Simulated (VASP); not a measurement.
# Si2Sb (Fm-3m) in VASP: further runs

The runs below take Si2Sb through single point, relaxation of cell and atoms, with r2SCAN.

Program: VASP 6.6.1. These are calculated values, not measurements. Logs are shortened: lines on timing, memory, paths and dates and some standing lists are left out, and cuts for length are marked.

**1. The cell of the first run**

It takes space group Fm-3m (No. 225, cubic). The conventional cell has a = 6.089 Å, b = 6.089 Å, c = 6.089 Å, α = 90.00°, β = 90.00°, γ = 90.00°. Si (site symmetry -43m) has 4 Sb at 2.64 Å and 6 Si at 3.04 Å within 3.5 Å. Sb (site symmetry m-3m) has 8 Si at 2.64 Å within 3.5 Å.

**2. Single point, r2SCAN**

POSCAR

```
Si2Sb
1.0
    0.0000000000      3.0443747467      3.0443747467
    3.0443747467      0.0000000000      3.0443747467
    3.0443747467      3.0443747467      0.0000000000
Si Sb
2 1
Direct
    0.2500000000      0.2500000000      0.2500000000
    0.7500000000      0.7500000000      0.7500000000
    0.0000000000      0.0000000000      0.0000000000
```

INCAR.step1

```
SYSTEM = Si2Sb
ALGO = Normal
EDIFF = 1E-4
ENCUT = 520
GGA = PE
ISMEAR = 0
LASPH = .True.
LCHARG = .False.
LREAL = .False.
LWAVE = .True.
NBANDS = 14
NELM = 60
PREC = Accurate
SIGMA = 0.1
```

INCAR.step2

```
SYSTEM = Si2Sb
ALGO = Normal
EDIFF = 1E-6
ENCUT = 520
ISIF = 2
ISMEAR = 0
ISTART = 1
LASPH = .True.
LCHARG = .False.
LMIXTAU = .True.
LREAL = .False.
LWAVE = .False.
METAGGA = R2SCAN
NBANDS = 14
NELM = 60
PREC = Accurate
SIGMA = 0.1
```

KPOINTS

```
k-points
0
Gamma
  6 6 6
  0 0 0
```

Potentials or basis: VASP PAW PBE potentials, release 64 (Si, Sb).

Run with:

```bash
> cat potpaw_PBE.64/Si/POTCAR potpaw_PBE.64/Sb/POTCAR > POTCAR
> cp INCAR.step1 INCAR
> mpirun -np 1 vasp_std > vasp.out
> cp INCAR.step2 INCAR
> mpirun -np 1 vasp_std > vasp.out
```

OUTCAR:

```text
SYSTEM = Si2Sb
   EDIFF = 1E-6
   ENCUT = 520
   ISIF = 2
   ISMEAR = 0
   ISTART = 1
   LASPH = .True.
   LREAL = .False.
   METAGGA = R2SCAN
   NELM = 60
   PREC = Accurate

 ion  position               nearest neighbor table
   1  0.250  0.250  0.250-   3 2.64   3 2.64   3 2.64   3 2.64   2 3.04   2 3.04   2 3.04   2 3.04
                             2 3.04   2 3.04
   2  0.750  0.750  0.750-   3 2.64   3 2.64   3 2.64   3 2.64   1 3.04   1 3.04   1 3.04   1 3.04
                             1 3.04   1 3.04
   3  0.000  0.000  0.000-   2 2.64   2 2.64   2 2.64   1 2.64   2 2.64   1 2.64   1 2.64   1 2.64

  LATTYP: Found a face centered cubic cell.
 ALAT       =     6.0887494934

  Lattice vectors:

 A1 = (   0.0000000000,   3.0443747467,   3.0443747467)
 A2 = (   3.0443747467,   0.0000000000,   3.0443747467)
 A3 = (   3.0443747467,   3.0443747467,   0.0000000000)

Analysis of symmetry for initial positions (statically):
=====================================================================
 Subroutine PRICEL returns:
 Original cell was already a primitive cell.

 Routine SETGRP: Setting up the symmetry group for a
 face centered cubic supercell.

 Subroutine GETGRP returns: Found 48 space group operations
 (whereof 48 operations were pure point group operations)
 out of a pool of 48 trial point group operations.

The static configuration has the point symmetry O_h .

Analysis of symmetry for dynamics (positions and initial velocities):
=====================================================================
 Subroutine PRICEL returns:
 Original cell was already a primitive cell.

 Routine SETGRP: Setting up the symmetry group for a
 face centered cubic supercell.

 Subroutine GETGRP returns: Found 48 space group operations
 (whereof 48 operations were pure point group operations)
 out of a pool of 48 trial point group operations.

The dynamic configuration has the point symmetry O_h .

 Subroutine INISYM returns: Found 48 space group operations
 (whereof 48 operations are pure point group operations),
 and found     1 'primitive' translations

----------------------------------------------------------------------------------------

                                     Primitive cell

  volume of cell :      56.4319

  direct lattice vectors                    reciprocal lattice vectors
     0.000000000  3.044374747  3.044374747    -0.164237337  0.164237337  0.164237337
     3.044374747  0.000000000  3.044374747     0.164237337 -0.164237337  0.164237337
     3.044374747  3.044374747  0.000000000     0.164237337  0.164237337 -0.164237337

  length of vectors
     4.305396056  4.305396056  4.305396056     0.284467411  0.284467411  0.284467411

  position of ions in fractional coordinates (direct lattice)
     0.250000000  0.250000000  0.250000000
     0.750000000  0.750000000  0.750000000
     0.000000000  0.000000000  0.000000000

  ion indices of the primitive-cell ions
   primitive index   ion index
                 1           1
                 2           2
                 3           3

----------------------------------------------------------------------------------------

 KPOINTS: k-points

Automatic generation of k-mesh.
 Grid dimensions read from file:
 generate k-points for:    6    6    6

 Generating k-lattice:

  Cartesian coordinates                     Fractional coordinates (reciprocal lattice)
    -0.027372889  0.027372889  0.027372889     0.166666667  0.000000000  0.000000000
     0.027372889 -0.027372889  0.027372889     0.000000000  0.166666667  0.000000000
     0.027372889  0.027372889 -0.027372889     0.000000000  0.000000000  0.166666667

  Length of vectors
     0.047411235  0.047411235  0.047411235

  Shift w.r.t. Gamma in fractional coordinates (k-lattice)
     0.000000000  0.000000000  0.000000000

 Subroutine IBZKPT returns following result:
 ===========================================

 Found     16 irreducible k-points:

 Following reciprocal coordinates:
            Coordinates               Weight
  0.000000  0.000000  0.000000      1.000000
[... 45 lines left out ...]
 Fermi energy:         9.3473153870

 k-point     1 :       0.0000    0.0000    0.0000
  band No.  band energies     occupation
      1      -5.8742      2.00000
      2       5.7574      2.00000
      3       6.5727      2.00000
      4       6.5727      2.00000
      5       6.5727      2.00000
      6       7.0494      2.00000
      7       7.0494      2.00000
      8       7.0494      2.00000
      9       8.1511      2.00000
     10      12.4920      0.00000
     11      12.4920      0.00000
     12      12.4920      0.00000
     13      13.5596      0.00000
     14      13.5596      0.00000

 k-point     2 :       0.1667    0.0000    0.0000
  band No.  band energies     occupation
      1      -5.5490      2.00000
      2       3.1434      2.00000
      3       5.4989      2.00000
      4       5.6912      2.00000
      5       5.6912      2.00000
      6       7.9471      2.00000
      7       7.9471      2.00000
      8       8.4296      2.00000
      9      11.0935      0.00000
     10      11.6450      0.00000
     11      11.6450      0.00000
     12      12.4416      0.00000
     13      15.6057      0.00000
     14      15.6057      0.00000

 k-point     3 :       0.3333    0.0000    0.0000
  band No.  band energies     occupation
      1      -4.6258      2.00000
      2       0.2069      2.00000
      3       4.9375      2.00000
      4       5.0196      2.00000
      5       5.0196      2.00000
      6       8.0666      2.00000
      7       8.0666      2.00000
      8       9.2418      1.86437
      9      12.5992      0.00000
     10      12.5992      0.00000
     11      12.6138      0.00000
     12      16.0422      0.00000
     13      18.3045      0.00000
     14      18.6482      0.00000
[... 188 lines left out ...]
 k-point    15 :      -0.3333    0.3333    0.1667
  band No.  band energies     occupation
      1      -2.9446      2.00000
      2      -0.7414      2.00000
      3       0.5467      2.00000
      4       3.0149      2.00000
      5       7.3647      2.00000
      6       7.5146      2.00000
      7      10.7567      0.00000
      8      11.6049      0.00000
      9      11.7469      0.00000
     10      13.1749      0.00000
     11      15.6310      0.00000
     12      16.1384      0.00000
     13      18.2186      0.00000
     14      19.2634      0.00000

 k-point    16 :      -0.3333    0.5000    0.1667
  band No.  band energies     occupation
      1      -2.4517      2.00000
      2      -1.0159      2.00000
      3       0.4046      2.00000
      4       2.4992      2.00000
      5       5.9249      2.00000
      6       8.7662      2.00000
      7       9.8205      0.00000
      8      12.3530      0.00000
      9      13.6698      0.00000
     10      14.6208      0.00000
     11      15.6465      0.00000
     12      15.7196      0.00000
     13      18.9760      0.00000
     14      19.2724      0.00000

------------------------ aborting loop because EDIFF is reached ----------------------------------------

  FORCE on cell =-STRESS in cart. coord.  units (eV):
  Direction    XX          YY          ZZ          XY          YZ          ZX
  --------------------------------------------------------------------------------------
  -------------------------------------------------------------------------------------
  Total        7.1696884      7.1696884      7.1696884     -0.0000000      0.0000000      0.0000000
  in kB      203.5572304    203.5572304    203.5572304     -0.0000000      0.0000000      0.0000000
  external PRESSURE =     203.5572304 kB  Pullay stress =       0.0000000 kB

 VOLUME and BASIS-vectors are now :
 -----------------------------------------------------------------------------
  energy-cutoff  :      520.00
  volume of cell :       56.43
      direct lattice vectors                 reciprocal lattice vectors
     0.000000000  3.044374747  3.044374747    -0.164237337  0.164237337  0.164237337
     3.044374747  0.000000000  3.044374747     0.164237337 -0.164237337  0.164237337
     3.044374747  3.044374747  0.000000000     0.164237337  0.164237337 -0.164237337

 POSITION                                       TOTAL-FORCE (eV/Angst)
 -----------------------------------------------------------------------------------
      1.52219      1.52219      1.52219        -0.000000      0.000000     -0.000000
      4.56656      4.56656      4.56656         0.000000     -0.000000      0.000000
      0.00000      0.00000      0.00000        -0.000000      0.000000     -0.000000
 -----------------------------------------------------------------------------------
    total drift:                               -0.000000     -0.000000      0.000000

  FREE ENERGIE OF THE ION-ELECTRON SYSTEM (eV)
  ---------------------------------------------------
  free  energy   TOTEN  =       -39.6146338044 eV

  energy  without entropy=      -39.5996787207  energy(sigma->0) =      -39.60715626
```

Run time: 17 s. Hardware: 1 thread of Intel Xeon 6975P-C (Granite Rapids), shared host; peak memory 0.18 GiB.

Results:

- Free energy: -39.6146 eV
- Pressure: 20.4 GPa
- Band gap on the k mesh: zero (an odd number of electrons rules out a gap without spin polarisation)

Caveat: the cell stands under pressure; the PAW data sets were made with another functional, which shifts forces and pressure a little; spin-orbit coupling is left out, which moves the levels of the heavy elements.

**3. Single point, r2SCAN**

This run uses another cell than the first one, of 23.52 Å³/atom.

POSCAR

```
Si2Sb
1.0
    0.0000000000      3.2796028709      3.2796028709
    3.2796028709      0.0000000000      3.2796028709
    3.2796028709      3.2796028709      0.0000000000
Si Sb
2 1
Direct
    0.2500000000      0.2500000000      0.2500000000
    0.7500000000      0.7500000000      0.7500000000
    0.0000000000      0.0000000000      0.0000000000
```

INCAR.step1

```
PREC     = Accurate       # precision mode
ENCUT    = 520            # plane-wave cutoff, eV
ISMEAR   = 0              # smearing method
SIGMA    = 0.1            # smearing width, eV
LREAL    = False          # projectors in reciprocal space
LASPH    = True           # aspherical terms in the spheres
NELM     = 80             # most SCF steps
NBANDS   = 14             # bands
GGA      = PE             # functional
ALGO     = Normal         # electronic algorithm
EDIFF    = 1E-4           # SCF threshold, eV
LWAVE    = True           # write WAVECAR
LCHARG   = False          # write CHGCAR
```

INCAR.step2

```
PREC     = Accurate       # precision mode
ENCUT    = 520            # plane-wave cutoff, eV
EDIFF    = 1E-6           # SCF threshold, eV
ISMEAR   = 0              # smearing method
SIGMA    = 0.1            # smearing width, eV
LREAL    = False          # projectors in reciprocal space
LASPH    = True           # aspherical terms in the spheres
NELM     = 80             # most SCF steps
ALGO     = Normal         # electronic algorithm
ISIF     = 2              # what is computed and relaxed
LWAVE    = False          # write WAVECAR
LCHARG   = False          # write CHGCAR
METAGGA  = R2SCAN         # meta-GGA
LMIXTAU  = True         
NBANDS   = 14             # bands
ISTART   = 1
```

KPOINTS

```
regular mesh
0
Gamma
  6 6 6
```

Potentials or basis: VASP PAW PBE potentials, release 64 (Si, Sb).

Run with:

```bash
> cat potpaw_PBE.64/Si/POTCAR potpaw_PBE.64/Sb/POTCAR > POTCAR
> cp INCAR.step1 INCAR
> mpirun -np 1 vasp_std > vasp.out
> cp INCAR.step2 INCAR
> mpirun -np 1 vasp_std > vasp.out
```

Run time: 29 s. Hardware: 1 thread of Intel Xeon 6975P-C (Granite Rapids), shared host; peak memory 0.22 GiB.

Results (log left out):

| Item | Value |
| --- | --- |
| Free energy | -40.3561 eV |
| Pressure | 0.4 GPa |
| Band gap on the k mesh | zero (an odd number of electrons rules out a gap without spin polarisation) |

Levels at points of the mesh, in eV from the Fermi level:
```tsv
k point	band 4	band 5	band 6	band 7	band 8	band 9
(0.00, 0.00, 0.00)	-2.37	-2.37	-2.37	-1.85	-1.85	-1.85
(0.50, 0.00, 0.00)	-3.79	-3.79	-1.03	-1.03	-0.53	3.62
(0.50, 0.50, 0.00)	-5.29	-5.29	-1.68	3.19	3.19	4.09
```

Caveat: the PAW data sets were made with another functional, which shifts forces and pressure a little; spin-orbit coupling is left out, which moves the levels of the heavy elements.

**4. Relaxation of cell and atoms, r2SCAN**

POSCAR

```
Si2Sb
1.0
    0.0000000000      3.0443747467      3.0443747467
    3.0443747467      0.0000000000      3.0443747467
    3.0443747467      3.0443747467      0.0000000000
Si Sb
2 1
Direct
    0.2500000000      0.2500000000      0.2500000000
    0.7500000000      0.7500000000      0.7500000000
    0.0000000000      0.0000000000      0.0000000000
```

INCAR.step1

```
  ALGO = Normal
  EDIFF = 1E-4
  ENCUT = 600
  GGA = PE
  ISMEAR = 0
  LASPH = T
  LCHARG = F
  LREAL = F
  LWAVE = T
  NELM = 80
  PREC = Accurate
  SIGMA = 0.1
```

INCAR.step2

```
  ALGO = Normal
  EDIFF = 1E-6
  EDIFFG = -0.04
  ENCUT = 600
  IBRION = 2
  ISIF = 3
  ISMEAR = 0
  ISTART = 1
  LASPH = T
  LCHARG = F
  LMIXTAU = T
  LREAL = F
  LWAVE = F
  METAGGA = R2SCAN
  NELM = 80
  NSW = 90
  PREC = Accurate
  SIGMA = 0.1
```

KPOINTS

```
k-points
0
Gamma
  6 6 6
```

Run with:

```bash
> cat potpaw_PBE.64/Si/POTCAR potpaw_PBE.64/Sb/POTCAR > POTCAR
> cp INCAR.step1 INCAR
> mpirun -np 1 vasp_std > vasp.out
> cp INCAR.step2 INCAR
> mpirun -np 1 vasp_std > vasp.out
```

It took 80 s on 1 thread of Intel Xeon 6975P-C (Granite Rapids), shared host; peak memory 0.23 GiB.

Results (log left out):

```yaml
Free_energy: -40.3563 eV
Relaxed_volume: 23.73 Å³/atom
Relaxed_cell: a = 4.652 Å, b = 4.652 Å, c = 4.652 Å, α = 60.00°, β = 60.00°, γ = 60.00°
Space_group_after_relaxing_to_0.1_Å: Fm-3m (No. 225)
Energy_gained_by_relaxing: 247.3 meV/atom
Ionic_steps: 4
Pressure_after_relaxing: 0.0 GPa
Band_gap_on_the_k_mesh: zero (an odd number of electrons rules out a gap without spin polarisation)
```

The path:
```csv
step,energy change (eV),largest force (eV/Å),pressure (GPa),volume (Å³)
1,0.0000,0.0000,20.37,56.43
2,-0.6414,0.0000,-4.21,78.31
3,-0.7414,0.0000,0.32,70.71
4,-0.7418,0.0000,-0.01,71.18
```

Final structure:
```
Si Sb
1.0
     0.00000    3.28930    3.28930
     3.28930    0.00000    3.28930
     3.28930    3.28930    0.00000
Si Sb
2 1
Cartesian
  1.6447 1.6447 1.6447
  4.9340 4.9340 4.9340
  3.2893 3.2893 6.5786
```

Levels at points of the mesh, in eV from the Fermi level:
```
           k point  band 4  band 5  band 6  band 7  band 8  band 9
(0.00, 0.00, 0.00)   -2.35   -2.35   -2.35   -1.83   -1.83   -1.83
(0.50, 0.00, 0.00)   -3.76   -3.76   -1.01   -1.01   -0.54    3.57
(0.50, 0.50, 0.00)   -5.24   -5.24   -1.66    3.16    3.16    4.02
```

Caveat: the volume moved by over 15 % at a fixed basis, so the end points are rough; the PAW data sets were made with another functional, which shifts forces and pressure a little; spin-orbit coupling is left out, which moves the levels of the heavy elements.

**5. Single point, r2SCAN**

This run uses another cell than the first one, of 23.63 Å³/atom.

POSCAR

```
Si2Sb
1.0
    0.0000000000      3.2846717406      3.2846717406
    3.2846717406      0.0000000000      3.2846717406
    3.2846717406      3.2846717406      0.0000000000
Si Sb
2 1
Direct
    0.2500000000      0.2500000000      0.2500000000
    0.7500000000      0.7500000000      0.7500000000
    0.0000000000      0.0000000000      0.0000000000
```

INCAR.step1

```
PREC     = Accurate       # precision mode
ENCUT    = 520            # plane-wave cutoff, eV
ISMEAR   = 0              # smearing method
SIGMA    = 0.1            # smearing width, eV
LREAL    = F              # projectors in reciprocal space
LASPH    = T              # aspherical terms in the spheres
NELM     = 60             # most SCF steps
NBANDS   = 14             # bands
GGA      = PE             # functional
ALGO     = Normal         # electronic algorithm
EDIFF    = 1E-4           # SCF threshold, eV
LWAVE    = T              # write WAVECAR
LCHARG   = F              # write CHGCAR
```

INCAR.step2

```
PREC     = Accurate       # precision mode
ENCUT    = 520            # plane-wave cutoff, eV
EDIFF    = 1E-6           # SCF threshold, eV
ISMEAR   = 0              # smearing method
SIGMA    = 0.1            # smearing width, eV
LREAL    = F              # projectors in reciprocal space
LASPH    = T              # aspherical terms in the spheres
NELM     = 60             # most SCF steps
ALGO     = Normal         # electronic algorithm
ISIF     = 2              # what is computed and relaxed
LWAVE    = F              # write WAVECAR
LCHARG   = F              # write CHGCAR
METAGGA  = R2SCAN         # meta-GGA
LMIXTAU  = T            
NBANDS   = 14             # bands
ISTART   = 1
```

KPOINTS

```
regular mesh
0
Gamma
  12 12 12
```

Run with:

```bash
> cat potpaw_PBE.64/Si/POTCAR potpaw_PBE.64/Sb/POTCAR > POTCAR
> cp INCAR.step1 INCAR
> mpirun -np 1 vasp_std > vasp.out
> cp INCAR.step2 INCAR
> mpirun -np 1 vasp_std > vasp.out
```

Wall time 90 s (1 thread of Intel Xeon 6975P-C (Granite Rapids), shared host); peak memory 0.25 GiB.

The run converged. Its results:

```
Free energy            : -40.3238 eV
Pressure               : 0.1 GPa
Band gap on the k mesh : zero (an odd number of electrons rules out a gap without spin polarisation)
```

Levels at points of the mesh, in eV from the Fermi level:
```tsv
k point	band 2	band 3	band 4	band 5	band 6	band 7	band 8	band 9	band 10	band 11
(0.00, 0.00, 0.00)	-4.59	-3.12	-2.43	-2.43	-2.43	-1.91	-1.91	-1.91	2.87	2.87
(0.50, 0.00, 0.00)	-9.46	-5.35	-3.85	-3.85	-1.09	-1.09	-0.61	3.52	4.27	4.27
(0.50, 0.50, 0.00)	-9.68	-6.78	-5.34	-5.34	-1.74	3.10	3.10	3.98	4.39	5.08
```

Caveat: the PAW data sets were made with another functional, which shifts forces and pressure a little; spin-orbit coupling is left out, which moves the levels of the heavy elements.

**6. Overview**

```tsv
task	cell	k mesh	cutoff (eV)	gap on the mesh (eV)	pressure (GPa)
single point	a = 4.305 Å, angles 60.0°, 3 atoms	6 × 6 × 6	520	none	20.4
single point	a = 4.638 Å, angles 60.0°, 3 atoms	6 × 6 × 6	520	none	0.4
relaxation of cell and atoms	relaxed from a = 4.305 Å, angles 60.0°, 3 atoms	6 × 6 × 6	600	none	0.0
single point	a = 4.645 Å, angles 60.0°, 3 atoms	12 × 12 × 12	520	none	0.1
```

Alike in all rows: level r2SCAN; potentials or basis VASP PAW PBE potentials, release 64 (Si, Sb); no spin polarisation; smearing gaussian 0.1 eV.

Caveats: the PAW data sets were made with another functional, which shifts forces and pressure a little; spin-orbit coupling is left out, which moves the levels of the heavy elements; the cell stands under pressure (at least some runs); the volume moved by over 15 % at a fixed basis, so the end points are rough (at least some runs).

Absolute energies hang on the potentials; compare differences alone.
